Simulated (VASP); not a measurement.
# BAs (F-43m) in VASP: settings compared

BAs is run at these levels: LDA, PBE+D3(BJ), r2SCAN; tasks: relaxation of cell and atoms.

All numbers are computed with VASP 6.6.1; they aren't measurements. Logs are shortened: lines on timing, memory, paths and dates and some standing lists are left out, and cuts for length are marked.

## (1) The cell of the first run

The structure is cubic, space group F-43m (No. 216). The conventional cell has a = 4.777 Å, b = 4.777 Å, c = 4.777 Å, α = 90.00°, β = 90.00°, γ = 90.00°. B (site symmetry -43m) has 4 As at 2.07 Å within 2.7 Å. Within 2.7 Å of As (site symmetry -43m) lie 4 B at 2.07 Å.

## (2) Relaxation of cell and atoms, LDA

Contents of INCAR:

```
ALGO = Normal ; EDIFF = 1E-6
EDIFFG = -0.005 ; ENCUT = 600
IBRION = 2 ; ISIF = 3
ISMEAR = 0 ; LASPH = True
LCHARG = False ; LREAL = False
LWAVE = False ; NELM = 100
NSW = 80 ; PREC = Accurate
SIGMA = 0.01
```

Contents of KPOINTS:

```
k-points
0
Gamma
  8 8 8
```

Contents of POSCAR:

```
BAs
1.0
    0.0000000000      2.3885000000      2.3885000000
    2.3885000000      0.0000000000      2.3885000000
    2.3885000000      2.3885000000      0.0000000000
B As
1 1
Direct
    0.0000000000      0.0000000000      0.0000000000
    0.2500000000      0.2500000000      0.2500000000
```

Potentials or basis: VASP PAW LDA potentials, release 64 (B, As).

Launch:

```
$ cat potpaw_LDA.64/B/POTCAR potpaw_LDA.64/As/POTCAR > POTCAR
$ mpirun -np 1 vasp_std > vasp.out
```

OUTCAR:

```text
EDIFF = 1E-6
   EDIFFG = -0.005
   ENCUT = 600
   IBRION = 2
   ISIF = 3
   ISMEAR = 0
   LASPH = True
   LREAL = False
   NELM = 100
   NSW = 80
   PREC = Accurate

 ion  position               nearest neighbor table
   1  0.000  0.000  0.000-   2 2.07   2 2.07   2 2.07   2 2.07
   2  0.250  0.250  0.250-   1 2.07   1 2.07   1 2.07   1 2.07

  LATTYP: Found a face centered cubic cell.
 ALAT       =     4.7770000000

  Lattice vectors:

 A1 = (   0.0000000000,   2.3885000000,   2.3885000000)
 A2 = (   2.3885000000,   0.0000000000,   2.3885000000)
 A3 = (   2.3885000000,   2.3885000000,   0.0000000000)

Analysis of symmetry for initial positions (statically):
=====================================================================
 Subroutine PRICEL returns:
 Original cell was already a primitive cell.

 Routine SETGRP: Setting up the symmetry group for a
 face centered cubic supercell.

 Subroutine GETGRP returns: Found 24 space group operations
 (whereof 24 operations were pure point group operations)
 out of a pool of 48 trial point group operations.

The static configuration has the point symmetry T_d .

Analysis of symmetry for dynamics (positions and initial velocities):
=====================================================================
 Subroutine PRICEL returns:
 Original cell was already a primitive cell.

 Routine SETGRP: Setting up the symmetry group for a
 face centered cubic supercell.

 Subroutine GETGRP returns: Found 24 space group operations
 (whereof 24 operations were pure point group operations)
 out of a pool of 48 trial point group operations.

The dynamic configuration has the point symmetry T_d .

 Subroutine INISYM returns: Found 24 space group operations
 (whereof 24 operations are pure point group operations),
 and found     1 'primitive' translations

----------------------------------------------------------------------------------------

                                     Primitive cell

  volume of cell :      27.2525

  direct lattice vectors                    reciprocal lattice vectors
     0.000000000  2.388500000  2.388500000    -0.209336404  0.209336404  0.209336404
     2.388500000  0.000000000  2.388500000     0.209336404 -0.209336404  0.209336404
     2.388500000  2.388500000  0.000000000     0.209336404  0.209336404 -0.209336404

  length of vectors
     3.377849094  3.377849094  3.377849094     0.362581287  0.362581287  0.362581287

  position of ions in fractional coordinates (direct lattice)
     0.000000000  0.000000000  0.000000000
     0.250000000  0.250000000  0.250000000

  ion indices of the primitive-cell ions
   primitive index   ion index
                 1           1
                 2           2

----------------------------------------------------------------------------------------

 KPOINTS: k-points

Automatic generation of k-mesh.
 Grid dimensions read from file:
 generate k-points for:    8    8    8

 Generating k-lattice:

  Cartesian coordinates                     Fractional coordinates (reciprocal lattice)
    -0.026167050  0.026167050  0.026167050     0.125000000  0.000000000  0.000000000
     0.026167050 -0.026167050  0.026167050     0.000000000  0.125000000  0.000000000
     0.026167050  0.026167050 -0.026167050     0.000000000  0.000000000  0.125000000

  Length of vectors
     0.045322661  0.045322661  0.045322661

  Shift w.r.t. Gamma in fractional coordinates (k-lattice)
     0.000000000  0.000000000  0.000000000

 Subroutine IBZKPT returns following result:
 ===========================================

 Found     29 irreducible k-points:

 Following reciprocal coordinates:
            Coordinates               Weight
  0.000000  0.000000  0.000000      1.000000
  0.125000  0.000000  0.000000      8.000000
  0.250000  0.000000  0.000000      8.000000
  0.375000  0.000000  0.000000      8.000000
  0.500000  0.000000  0.000000      4.000000
  0.125000  0.125000  0.000000      6.000000
[... 16 lines left out ...]
  0.500000  0.250000  0.125000     48.000000
 -0.375000  0.250000  0.125000     24.000000
 [... further k-points ...]
   k-points           NKPTS =     29   k-points in BZ     NKDIM =     29   number of bands    NBANDS=      8
   number of dos      NEDOS =    301   number of ions     NIONS =      2
   total plane-waves  NPLWV =  21952
   dimension x,y,z NGX =    28 NGY =   28 NGZ =   28
   dimension x,y,z NGXF=    56 NGYF=   56 NGZF=   56
   ions per type =               1   1
   NGX,Y,Z   is equivalent  to a cutoff of  13.78, 13.78, 13.78 a.u.
   NGXF,Y,Z  is equivalent  to a cutoff of  27.56, 27.56, 27.56 a.u.
 SYSTEM =  unknown system
   PREC   = accura    normal or accurate (medium, high low for compatibility)
   ISTART =      0    job   : 0-new  1-cont  2-samecut
   ICHARG =      2    charge: 1-file 2-atom 10-const
   ISPIN  =      1    spin polarized calculation?
   LNONCOLLINEAR =      F non collinear calculations
   LSORBIT =      F    spin-orbit coupling
   LASPH  =      T    aspherical Exc in radial PAW
   ENCUT  =  600.0 eV  44.10 Ry    6.64 a.u.   6.75  6.75  6.75*2*pi/ulx,y,z
   NELM   =    100;   NELMIN=  2; NELMDL= -5     # of ELM steps
   EDIFF  = 0.1E-05   stopping-criterion for ELM
   LREAL  =      F    real-space projection
   EDIFFG = -.5E-02   stopping-criterion for IOM
   NSW    =     80    number of steps for IOM
   IBRION =      2    ionic relax: 0-MD 1-quasi-New 2-CG
   NFREE  =      1    steps in history (QN), initial steepest desc. (CG)
   ISIF   =      3    stress and relaxation
   ISYM   =      2    0-nonsym 1-usesym 2-fastsym
   POTIM  = 0.5000    time-step for ionic-motion
   TEBEG  =    0.0;   TEEND  =   0.0 temperature during run
   PSTRESS=    0.0 pullay stress
   NELECT =       8.0000    total number of electrons
   NUPDOWN=      -1.0000    fix difference up-down
   EMIN   =  10.00;   EMAX   =-10.00  energy-range for DOS
   EFERMI =   0.00;   METHOD = LEGACY
   ISMEAR =     0;   SIGMA  =   0.01  broadening in eV -4-tet -1-fermi 0-gaus
   EFERMI_NEDOS =   21; number of points for ismear=-14 and -15
   IALGO  =     38    algorithm
   IMIX   =      4    mixing-type and parameters
     AMIX     =   0.40;   BMIX     =  1.00
     AMIX_MAG =   1.60;   BMIX_MAG =  1.00
  volume/ion in A,a.u.               =      13.63        91.95
  Fermi-wavevector in a.u.,A,eV,Ry     =   1.088018  2.056057 16.106360  1.183784
  Thomas-Fermi vector in A             =   2.224191
   LORBIT       =      0    0 simple, 1 ext, 2 COOP (PROOUT), +10 PAW based schemes
   GGA     = CA    functional components
   LHFCALC =     F    Hartree Fock is set to
   AEXX    =    0.0000 exact exchange contribution
   IVDW    =     0    specifies the selected vdW correction
   LEPSILON=     F    determine dielectric tensor
   LRPA    =     F    only Hartree local field effects (RPA)
 conjugate gradient relaxation of ions
 non-spin polarized calculation
 Gauss-broadening in eV      SIGMA  =   0.01
  energy-cutoff  :      600.00
  volume of cell :       27.25
 maximum number of plane-waves:       941
   NGX = 13   NGY = 13   NGZ = 13

--------------------------------------- Ionic step        1  -------------------------------------------

 number of electron       8.0000000 magnetization

 Free energy of the ion-electron system (eV)
  ---------------------------------------------------
  ext. energy  EPLUGINS =         0.00000000
  ---------------------------------------------------
  free energy    TOTEN  =       -12.91950832 eV

  energy without entropy =      -12.91950832  energy(sigma->0) =      -12.91950832

------------------------ aborting loop because EDIFF is reached ----------------------------------------

  FORCE on cell =-STRESS in cart. coord.  units (eV):
  Direction    XX          YY          ZZ          XY          YZ          ZX
  --------------------------------------------------------------------------------------
  -------------------------------------------------------------------------------------
  Total       -0.5261220     -0.5261220     -0.5261220      0.0000000      0.0000000      0.0000000
  in kB      -30.9308138    -30.9308138    -30.9308138      0.0000000      0.0000000      0.0000000
  external PRESSURE =     -30.9308138 kB  Pullay stress =       0.0000000 kB
[... 57 lines left out ...]
  energy  without entropy=      -12.9219700506  energy(sigma->0) =      -12.92197005

--------------------------------------- Ionic step        3  -------------------------------------------

 number of electron       8.0000000 magnetization

 Free energy of the ion-electron system (eV)
  ---------------------------------------------------
  ext. energy  EPLUGINS =         0.00000000
  ---------------------------------------------------
  free energy    TOTEN  =       -12.92531608 eV

  energy without entropy =      -12.92531608  energy(sigma->0) =      -12.92531608

 E-fermi :   6.5315     XC(G=0): -10.8750

 val. band max:        6.4064045255   @ k =   0.0000   0.0000   0.0000
 cond. band min:       7.5250774525   @ k =   0.3750   0.3750   0.0000
 fundamental gap:      1.1186729271
 Fermi energy:         6.5315156606

 k-point     1 :       0.0000    0.0000    0.0000
  band No.  band energies     occupation
      1      -9.1701      2.00000
      2       6.4064      2.00000
      3       6.4064      2.00000
      4       6.4064      2.00000
      5       9.6838      0.00000
      6       9.6838      0.00000
      7       9.6838      0.00000
      8      11.3803      0.00000
[... 243 lines left out ...]
 k-point    24 :      -0.3750    0.2500    0.1250
  band No.  band energies     occupation
      1      -5.6545      2.00000
      2      -1.9717      2.00000
      3       1.7768      2.00000
      4       3.2591      2.00000
      5      10.3551      0.00000
      6      11.1958      0.00000
      7      13.9191      0.00000
      8      15.4790      0.00000

 [... further k-points ...]
[... 5 lines left out ...]
  --------------------------------------------------------------------------------------
  -------------------------------------------------------------------------------------
  Total       -0.0010454     -0.0010454     -0.0010454      0.0000000      0.0000000     -0.0000000
  in kB       -0.0628184     -0.0628184     -0.0628184      0.0000000      0.0000000     -0.0000000
  external PRESSURE =      -0.0628184 kB  Pullay stress =       0.0000000 kB
[... 17 lines left out ...]
  FREE ENERGIE OF THE ION-ELECTRON SYSTEM (eV)
  ---------------------------------------------------
  free  energy   TOTEN  =       -12.9253160849 eV

  energy  without entropy=      -12.9253160849  energy(sigma->0) =      -12.92531608

 reached required accuracy - stopping structural energy minimisation
```

Run time: 9.7 s. Hardware: 1 thread of AMD EPYC 9R45 (Zen 5), shared host; peak memory 0.12 GiB.

What came out:

| Item | Value |
| --- | --- |
| Free energy | -12.9253 eV |
| Relaxed volume | 13.33 Å³/atom |
| Relaxed cell | a = 3.353 Å, b = 3.353 Å, c = 3.353 Å, α = 60.00°, β = 60.00°, γ = 60.00° |
| Space group after relaxing (to 0.05 Å) | F-43m (No. 216) |
| Energy gained by relaxing | 2.9 meV/atom |
| Ionic steps | 3 |
| Pressure after relaxing | 0.0 GPa |
| Band gap on the k mesh | 1.12 eV, indirect (least direct gap 3.28 eV) |

Step by step:
| step | energy change (eV) | largest force (eV/Å) | pressure (GPa) | volume (Å³) |
| --- | --- | --- | --- | --- |
| 1 | 0.0000 | 0.0000 | -3.09 | 27.25 |
| 2 | -0.0025 | 0.0000 | 2.51 | 26.23 |
| 3 | -0.0058 | 0.0000 | -0.01 | 26.66 |

Final structure:
```xyz
2
Lattice="0.0000 2.3711 2.3711 2.3711 0.0000 2.3711 2.3711 2.3711 0.0000" Properties=species:S:1:pos:R:3 pbc="T T T"
B     0.0000    0.0000    0.0000
As    1.1856    1.1856    1.1856
```

Levels at points of the mesh, in eV from the valence-band top:
| k point | band 1 | band 2 | band 3 | band 4 | band 5 | band 6 | band 7 | band 8 |
| --- | --- | --- | --- | --- | --- | --- | --- | --- |
| (0.00, 0.00, 0.00) | -15.58 | 0.00 | 0.00 | 0.00 | 3.28 | 3.28 | 3.28 | 4.97 |
| (0.50, 0.00, 0.00) | -12.64 | -8.92 | -1.85 | -1.85 | 2.82 | 4.78 | 4.78 | 8.74 |
| (0.50, 0.50, 0.00) | -11.33 | -8.55 | -4.17 | -4.17 | 1.32 | 1.39 | 11.44 | 11.44 |

## (3) Relaxation of cell and atoms, PBE+D3(BJ)

Contents of INCAR:

```
SYSTEM = BAs
ALGO     = Normal         ! electronic algorithm
EDIFF    = 1E-6           ! SCF threshold, eV
EDIFFG   = -0.005         ! ionic threshold
ENCUT    = 600            ! plane-wave cutoff, eV
GGA      = PE             ! functional
IBRION   = 2              ! ionic algorithm
ISIF     = 3              ! what is computed and relaxed
ISMEAR   = 0              ! smearing method
IVDW     = 12             ! dispersion correction
LASPH    = .True.         ! aspherical terms in the spheres
LCHARG   = .False.        ! write CHGCAR
LREAL    = .False.        ! projectors in reciprocal space
LWAVE    = .False.        ! write WAVECAR
NELM     = 80             ! most SCF steps
NSW      = 80             ! ionic steps
PREC     = Accurate       ! precision mode
SIGMA    = 0.01           ! smearing width, eV
```

Contents of KPOINTS:

```
k-points
0
Gamma
  8 8 8
  0 0 0
```

POSCAR is that of step 2.

Potentials or basis: VASP PAW PBE potentials, release 64 (B, As).

Launch:

```
$ cat potpaw_PBE.64/B/POTCAR potpaw_PBE.64/As/POTCAR > POTCAR
$ mpirun -np 1 vasp_std > vasp.out
```

Wall time 10 s (1 thread of AMD EPYC 9R45 (Zen 5), shared host); peak memory 0.14 GiB.

Results (log left out):

| Quantity | Value |
| --- | --- |
| Free energy | -12.0651 eV |
| Relaxed volume | 13.58 Å³/atom |
| Relaxed cell | a = 3.374 Å, b = 3.374 Å, c = 3.374 Å, α = 60.00°, β = 60.00°, γ = 60.00° |
| Space group after relaxing (to 0.05 Å) | F-43m (No. 216) |
| Energy gained by relaxing | 0.1 meV/atom |
| Ionic steps | 3 |
| Pressure after relaxing | 0.0 GPa |
| Band gap on the k mesh | 1.19 eV, indirect (least direct gap 3.28 eV) |
| Dispersion energy per atom | -0.331 eV |

Step by step:
| step | energy change (eV) | largest force (eV/Å) | pressure (GPa) | volume (Å³) |
| --- | --- | --- | --- | --- |
| 1 | 0.0000 | 0.0000 | -0.46 | 27.25 |
| 2 | -0.0001 | 0.0000 | 0.34 | 27.10 |
| 3 | -0.0001 | 0.0000 | 0.01 | 27.16 |

Final structure:
```
B As
1.0
     0.00000    2.38586    2.38586
     2.38586    0.00000    2.38586
     2.38586    2.38586    0.00000
B As
1 1
Cartesian
  0.0000 0.0000 0.0000
  1.1929 1.1929 1.1929
```

Levels at points of the mesh, in eV from the valence-band top:
| k point | band 2 | band 3 | band 4 | band 5 | band 6 | band 7 |
| --- | --- | --- | --- | --- | --- | --- |
| (0.00, 0.00, 0.00) | 0.00 | 0.00 | 0.00 | 3.28 | 3.28 | 3.28 |
| (0.50, 0.00, 0.00) | -8.81 | -1.83 | -1.83 | 2.71 | 4.78 | 4.78 |
| (0.50, 0.50, 0.00) | -8.55 | -4.09 | -4.09 | 1.42 | 1.44 | 11.40 |

A k mesh can miss the band edges.

## (4) Relaxation of cell and atoms, r2SCAN

POSCAR is that of step 3.

Contents of INCAR.step1:

```
SYSTEM = BAs
  PREC = Accurate
  ENCUT = 600
  ISMEAR = 0
  SIGMA = 0.01
  LREAL = .FALSE.
  LASPH = .TRUE.
  NELM = 60
  GGA = PE
  ALGO = Normal
  EDIFF = 1E-4
  LWAVE = .TRUE.
  LCHARG = .FALSE.
```

Contents of INCAR.step2:

```
SYSTEM = BAs
  PREC = Accurate
  ENCUT = 600
  EDIFF = 1E-6
  ISMEAR = 0
  SIGMA = 0.01
  LREAL = .FALSE.
  LASPH = .TRUE.
  NELM = 60
  ALGO = Normal
  ISIF = 3
  LWAVE = .FALSE.
  LCHARG = .FALSE.
  METAGGA = R2SCAN
  LMIXTAU = .TRUE.
  IBRION = 2
  NSW = 80
  EDIFFG = -0.005
  ISTART = 1
```

Contents of KPOINTS:

```
regular mesh
0
G
  8 8 8
  0 0 0
```

Launch:

```
$ cat potpaw_PBE.64/B/POTCAR potpaw_PBE.64/As/POTCAR > POTCAR
$ cp INCAR.step1 INCAR
$ mpirun -np 1 vasp_std > vasp.out
$ cp INCAR.step2 INCAR
$ mpirun -np 1 vasp_std > vasp.out
```

It took 60 s on 1 thread of AMD EPYC 9R45 (Zen 5), shared host; peak memory 0.14 GiB.

The run converged. Its results:

| Item | Value |
| --- | --- |
| Free energy | -22.2554 eV |
| Relaxed volume | 13.71 Å³/atom |
| Relaxed cell | a = 3.384 Å, b = 3.384 Å, c = 3.384 Å, α = 60.00°, β = 60.00°, γ = 60.00° |
| Space group after relaxing (to 0.05 Å) | F-43m (No. 216) |
| Energy gained by relaxing | 0.2 meV/atom |
| Ionic steps | 3 |
| Pressure after relaxing | 0.0 GPa |
| Band gap on the k mesh | 1.39 eV, indirect (least direct gap 3.44 eV) |

Step by step:
```csv
step,energy change (eV),largest force (eV/Å),pressure (GPa),volume (Å³)
1,0.0000,0.0000,0.86,27.25
2,-0.0002,0.0000,-0.65,27.54
3,-0.0004,0.0000,0.01,27.41
```

Final structure:
```xyz
2
Lattice="0.0000 2.3932 2.3932 2.3932 0.0000 2.3932 2.3932 2.3932 0.0000" Properties=species:S:1:pos:R:3 pbc="T T T"
B     0.0000    0.0000    0.0000
As    1.1966    1.1966    1.1966
```

Levels at points of the mesh, in eV from the valence-band top:
| k point | band 1 | band 2 | band 3 | band 4 | band 5 | band 6 | band 7 | band 8 |
| --- | --- | --- | --- | --- | --- | --- | --- | --- |
| (0.00, 0.00, 0.00) | -16.10 | 0.00 | 0.00 | 0.00 | 3.44 | 3.44 | 3.44 | 5.07 |
| (0.50, 0.00, 0.00) | -13.10 | -9.20 | -1.93 | -1.93 | 2.94 | 5.05 | 5.05 | 9.56 |
| (0.50, 0.50, 0.00) | -11.67 | -9.03 | -4.28 | -4.28 | 1.62 | 1.70 | 12.10 | 12.10 |

Caveat: the PAW data sets were made with another functional, which shifts forces and pressure a little. r2SCAN opens gaps a little over a GGA but as a rule still falls short of measured ones.

## (5) Summary

```tsv
level	potentials or basis	gap on the mesh (eV)	pressure (GPa)	relaxed volume (Å³/atom)
LDA	VASP PAW LDA potentials, release 64 (B, As)	1.12	0.0	13.33
PBE+D3(BJ)	VASP PAW PBE potentials, release 64 (B, As)	1.19	0.0	13.58
r2SCAN	VASP PAW PBE potentials, release 64 (B, As)	1.39	0.0	13.71
```

Alike in all rows: task relaxation of cell and atoms; no spin polarisation; cell relaxed; k mesh 8 × 8 × 8; cutoff (eV) 600; smearing gaussian 0.01 eV.

Caveats: the PAW data sets were made with another functional, which shifts forces and pressure a little (some runs).

Absolute energies hang on the potentials; compare differences alone.
